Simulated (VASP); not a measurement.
AlNi:

```xyz
2
Lattice="1.9387 -1.9532 0.0000 1.9387 1.9532 0.0000 0.0000 0.0000 3.0994" Properties=species:S:1:pos:R:3 pbc="T T T"
Ni    1.9387    0.0000    1.5497
Al    0.0000    0.0000    0.0000
```

Base run:

| Item | Value |
| --- | --- |
| Program | VASP 6.6.1 |
| Functional | PBEsol |
| Potentials or basis | VASP PAW PBE potentials, release 64 (Ni, Al) |
| Cutoff | 520 eV |
| k mesh | 8 × 8 × 7 |
| Occupations | fermi-dirac, width 0.05 eV |
| Spin | collinear spin, ferromagnetic start |
| Starting moments | [1.2, 0.0] μB |
| Fixed moment | 1.2 μB |

Its results: pressure 6.9 GPa; site moments Ni +0.87; Al +0.08 μB.

Problem. After a change of settings the same cell gave: pressure 19.6 GPa; site moments Ni +1.38; Al +0.15 μB. Which change was it?
A. fixed moment from 1.2 μB to 0.2 μB; moments at the start from [1.2, 0.0] to [0.2, 0.0]
B. fixed moment from 1.2 μB to 0.5 μB; moments at the start from [1.2, 0.0] to [0.5, 0.0]
C. fixed moment from 1.2 μB to 2 μB; moments at the start from [1.2, 0.0] to [2.0, 0.0]

Solution. C.

Caveats: the cell stands under pressure; the PAW data sets were made with another functional, which shifts forces and pressure a little; the total moment is fixed, so each spin has its own Fermi level.
